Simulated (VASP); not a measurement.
# Si2Br (R-3m) in VASP: notebook

Si2Br is run at these levels: PBE; tasks: single point, relaxation of cell and atoms.

All numbers are computed with VASP 6.6.1; they aren't measurements. Logs are shortened: lines on timing, memory, paths and dates and some standing lists are left out, and cuts for length are marked.

**1. The cell of the first run**

The structure is trigonal, space group R-3m (No. 166). Conventional cell: a = 5.038 Å, b = 5.038 Å, c = 9.164 Å, α = 90.00°, β = 90.00°, γ = 120.00°. Within 2.4 Å of Si (site symmetry 3m) lie 1 Br at 1.78 Å. Br (site symmetry -3m) has 2 Si at 1.78 Å within 2.4 Å.

The cell was generated, and may not be a known phase.

**2. Single point, PBE**

INCAR reads:

```
SYSTEM = Si2Br
PREC = Accurate
ENCUT = 520
EDIFF = 1E-6
ISMEAR = 0
SIGMA = 0.1
LREAL = .FALSE.
LASPH = .TRUE.
NELM = 60
ALGO = Normal
ISIF = 2
LWAVE = .FALSE.
LCHARG = .FALSE.
GGA = PE
NBANDS = 14
```

KPOINTS reads:

```
regular mesh
0
G
  6 6 6
  0 0 0
```

POSCAR reads:

```
Si2Br
1.0
    2.5190922900      1.4543986100      3.0547547900
   -2.5190922900      1.4543986100      3.0547547900
    0.0000000000     -2.9087972200      3.0547547900
Si Br
2 1
Direct
    0.8061600700      0.8061600700      0.8061600700
    0.1938399300      0.1938399300      0.1938399300
    0.0000000000      0.0000000000      0.0000000000
```

Potentials or basis: VASP PAW PBE potentials, release 64 (Si, Br).

On the command line:

```sh
> cat potpaw_PBE.64/Si/POTCAR potpaw_PBE.64/Br/POTCAR > POTCAR
> mpirun -np 1 vasp_std > vasp.out
```

OUTCAR:

```text
SYSTEM = Si2Br
   PREC = Accurate
   ENCUT = 520
   EDIFF = 1E-6
   ISMEAR = 0
   LREAL = .FALSE.
   LASPH = .TRUE.
   NELM = 60
   ISIF = 2
   GGA = PE

 ion  position               nearest neighbor table
   1  0.806  0.806  0.806-   3 1.78   2 2.95   2 2.95   2 2.95
   2  0.194  0.194  0.194-   3 1.78   1 2.95   1 2.95   1 2.95
   3  0.000  0.000  0.000-   1 1.78   2 1.78

  LATTYP: Found a trigonal (rhomboedric) cell.
 ALAT       =     4.2181308786
 COS(alpha) =     0.2866904286

  Lattice vectors:

 A1 = (   2.5190922900,   1.4543986100,   3.0547547900)
 A2 = (  -2.5190922900,   1.4543986100,   3.0547547900)
 A3 = (   0.0000000000,  -2.9087972200,   3.0547547900)

Analysis of symmetry for initial positions (statically):
=====================================================================
 Subroutine PRICEL returns:
 Original cell was already a primitive cell.

 Routine SETGRP: Setting up the symmetry group for a
 trigonal (rhombohedral) supercell.

 Subroutine GETGRP returns: Found 12 space group operations
 (whereof 12 operations were pure point group operations)
 out of a pool of 12 trial point group operations.

The static configuration has the point symmetry D_3d.

Analysis of symmetry for dynamics (positions and initial velocities):
=====================================================================
 Subroutine PRICEL returns:
 Original cell was already a primitive cell.

 Routine SETGRP: Setting up the symmetry group for a
 trigonal (rhombohedral) supercell.

 Subroutine GETGRP returns: Found 12 space group operations
 (whereof 12 operations were pure point group operations)
 out of a pool of 12 trial point group operations.

The dynamic configuration has the point symmetry D_3d.

 Subroutine INISYM returns: Found 12 space group operations
 (whereof 12 operations are pure point group operations),
 and found     1 'primitive' translations

----------------------------------------------------------------------------------------

                                     Primitive cell

  volume of cell :      67.1514

  direct lattice vectors                    reciprocal lattice vectors
     2.519092290  1.454398610  3.054754790     0.198484193  0.114594902  0.109119506
    -2.519092290  1.454398610  3.054754790    -0.198484193  0.114594902  0.109119506
     0.000000000 -2.908797220  3.054754790     0.000000000 -0.229189805  0.109119506

  length of vectors
     4.218130879  4.218130879  4.218130877     0.253840566  0.253840566  0.253840566
[... 95 lines left out ...]
   NUPDOWN=      -1.0000    fix difference up-down
   EMIN   =  10.00;   EMAX   =-10.00  energy-range for DOS
   EFERMI =   0.00;   METHOD = LEGACY
   ISMEAR =     0;   SIGMA  =   0.10  broadening in eV -4-tet -1-fermi 0-gaus
   EFERMI_NEDOS =   21; number of points for ismear=-14 and -15
   IALGO  =     38    algorithm
   IMIX   =      4    mixing-type and parameters
     AMIX     =   0.40;   BMIX     =  1.00
     AMIX_MAG =   1.60;   BMIX_MAG =  1.00
  volume/ion in A,a.u.               =      22.38       151.05
  Fermi-wavevector in a.u.,A,eV,Ry     =   0.993315  1.877093 13.424517  0.986674
  Thomas-Fermi vector in A             =   2.125188
   LORBIT       =      0    0 simple, 1 ext, 2 COOP (PROOUT), +10 PAW based schemes
   GGA     = PE    functional components
   LHFCALC =     F    Hartree Fock is set to
   AEXX    =    0.0000 exact exchange contribution
   IVDW    =     0    specifies the selected vdW correction
   LEPSILON=     F    determine dielectric tensor
   LRPA    =     F    only Hartree local field effects (RPA)
 non-spin polarized calculation
 Gauss-broadening in eV      SIGMA  =   0.10
  energy-cutoff  :      520.00
  volume of cell :       67.15
 maximum number of plane-waves:      1829
   NGX = 15   NGY = 15   NGZ = 15

 number of electron      15.0000001 magnetization

 Free energy of the ion-electron system (eV)
  ---------------------------------------------------
  ext. energy  EPLUGINS =         0.00000000
  ---------------------------------------------------
  free energy    TOTEN  =        -1.82158683 eV

  energy without entropy =       -1.81800912  energy(sigma->0) =       -1.81979797

 E-fermi :   5.4508     XC(G=0):  -9.1425

 val. band max:        5.3793854918   @ k =   0.5000   0.5000   0.3333
 cond. band min:       5.5190960659   @ k =  -0.3333  -0.3333   0.1667
 fundamental gap:      0.1397105741
 Fermi energy:         5.4507816633

 k-point     1 :       0.0000    0.0000    0.0000
  band No.  band energies     occupation
      1     -15.4103      2.00000
      2      -6.4827      2.00000
      3      -1.4992      2.00000
      4      -1.4992      2.00000
      5      -1.1595      2.00000
      6       2.6363      2.00000
      7       2.6363      2.00000
      8       3.5869      2.00000
      9       7.4651      0.00000
     10       8.6500      0.00000
     11       8.6500      0.00000
     12      10.7526      0.00000
     13      10.7526      0.00000
     14      13.1106      0.00000
[... 377 lines left out ...]
      1     -15.1199      2.00000
      2      -7.5056      2.00000
      3      -2.9033      2.00000
      4      -2.6126      2.00000
      5       1.2231      2.00000
      6       2.5123      2.00000
      7       3.5202      2.00000
      8       5.5692      0.09389
      9       7.6942      0.00000
     10       8.3800      0.00000
     11       9.6556      0.00000
     12      11.2511      0.00000
     13      11.5332      0.00000
     14      12.0960      0.00000

 [... further k-points ...]

------------------------ aborting loop because EDIFF is reached ----------------------------------------

  FORCE on cell =-STRESS in cart. coord.  units (eV):
  Direction    XX          YY          ZZ          XY          YZ          ZX
  --------------------------------------------------------------------------------------
  -------------------------------------------------------------------------------------
  Total        1.6430694      1.6430694     61.9534991      0.0000000      0.0000000     -0.0000000
  in kB       39.2022834     39.2022833   1478.1594640      0.0000000      0.0000000     -0.0000000
  external PRESSURE =     518.8546769 kB  Pullay stress =       0.0000000 kB

 VOLUME and BASIS-vectors are now :
 -----------------------------------------------------------------------------
  energy-cutoff  :      520.00
  volume of cell :       67.15
      direct lattice vectors                 reciprocal lattice vectors
     2.519092290  1.454398610  3.054754790     0.198484193  0.114594902  0.109119506
    -2.519092290  1.454398610  3.054754790    -0.198484193  0.114594902  0.109119506
     0.000000000 -2.908797220  3.054754790     0.000000000 -0.229189805  0.109119506

 POSITION                                       TOTAL-FORCE (eV/Angst)
 -----------------------------------------------------------------------------------
      0.00000      0.00000      7.38786         0.000000     -0.000000    -16.198158
      0.00000      0.00000      1.77640         0.000000      0.000000     16.198158
      0.00000      0.00000      0.00000        -0.000000      0.000000      0.000000
 -----------------------------------------------------------------------------------
    total drift:                               -0.000000     -0.000000     -0.000000

  FREE ENERGIE OF THE ION-ELECTRON SYSTEM (eV)
  ---------------------------------------------------
  free  energy   TOTEN  =        -1.8215868277 eV

  energy  without entropy=       -1.8180091159  energy(sigma->0) =       -1.81979797
```

stdout:

```text
POSCAR found type information on POSCAR SiBr
 POSCAR found :  2 types and       3 ions
 scaLAPACK will be used
 LDA part: xc-table for (Slater+PW92), standard interpolation
 POSCAR, INCAR and KPOINTS ok, starting setup
 FFT: planning ... GRIDC
 FFT: planning ... GRID_SOFT
 FFT: planning ... GRID
 WAVECAR not read
 entering main loop
```

It took 20 s on 1 thread of Oxide Virtual Turin-like, shared host; peak memory 0.14 GiB.

Results:

```
Free energy            : -1.8216 eV
Pressure               : 51.9 GPa
Largest force          : 16.198 eV/Å
Band gap on the k mesh : zero (an odd number of electrons rules out a gap without spin polarisation)
```

Forces on the atoms (eV/Å):
```
Si    0.000   0.000 -16.198
Si    0.000   0.000  16.198
Br    0.000   0.000   0.000
```

Stress tensor (GPa, compression positive):
```
  3.92   0.00   0.00
  0.00   3.92   0.00
  0.00   0.00 147.82
```

Levels at points of the mesh, in eV from the Fermi level:
| k point | band 5 | band 6 | band 7 | band 8 | band 9 | band 10 | band 11 | band 12 |
| --- | --- | --- | --- | --- | --- | --- | --- | --- |
| (0.00, 0.00, 0.00) | -6.61 | -2.81 | -2.81 | -1.86 | 2.01 | 3.20 | 3.20 | 5.30 |
| (0.50, 0.00, 0.00) | -5.69 | -2.88 | -2.23 | 1.34 | 2.04 | 2.61 | 2.80 | 4.49 |
| (0.50, 0.50, 0.00) | -5.03 | -2.73 | -2.36 | 1.78 | 2.22 | 2.64 | 3.73 | 5.71 |
| (0.50, 0.50, 0.50) | -5.10 | -2.60 | -0.52 | -0.52 | 2.57 | 2.57 | 2.73 | 5.07 |

Caveat: the stress differs along the axes, from 4 to 148 GPa; an odd number of electrons without spin polarisation forces a metal; a magnetic or distorted state may lie lower.

(Continued in part 2 of 2.)

The gap in the log of VASP goes by the Fermi energy; the results here count the filled bands.